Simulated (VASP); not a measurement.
Here is a VASP 6.6.1 calculation.

File INCAR:

```
SYSTEM = Al2O3
PREC = Accurate ; ENCUT = 520
EDIFF = 1E-7 ; ISMEAR = 0
SIGMA = 0.1 ; LREAL = .FALSE.
LASPH = .TRUE. ; NELM = 100
ALGO = Normal ; ISIF = 2
LWAVE = .FALSE. ; LCHARG = .TRUE.
GGA = PE ; LELF = .TRUE.
LVHAR = .TRUE. ; NBANDS = 20
```

KPOINTS

```
Automatic mesh
0
G
  8 8 8
  0 0 0
```

File POSCAR:

```
Al2O3
1.0
   -1.2995750900      1.8503544200      4.0375648700
    1.2995750900     -1.8503544200      4.0375648700
    1.2995750900      1.8503544200     -4.0375648700
Al O
2 3
Direct
    0.6623618800      0.6623618800      0.0000000000
    0.3376381200      0.3376381200      0.0000000000
    0.5000000000      0.0000000000      0.5000000000
    0.1764433500      0.6764433500      0.5000000000
    0.8235566500      0.3235566500      0.5000000000
```

Potentials or basis: VASP PAW PBE potentials, release 64 (Al, O).

Launch:

```sh
$ cat potpaw_PBE.64/Al/POTCAR potpaw_PBE.64/O/POTCAR > POTCAR
$ mpirun -np 1 vasp_std > vasp.out
```

(1) Predict the pressure.

(2) What does it give for the largest force?

(3) What does it give for the band gap on the k mesh?

Answers

(1) 39.5 GPa.

(2) 1.387 eV/Å.

(3) 7.35 eV, direct.

Caveat: forces of over 1 eV/Å act on the atoms, so gaps and moduli don't describe the material at rest.
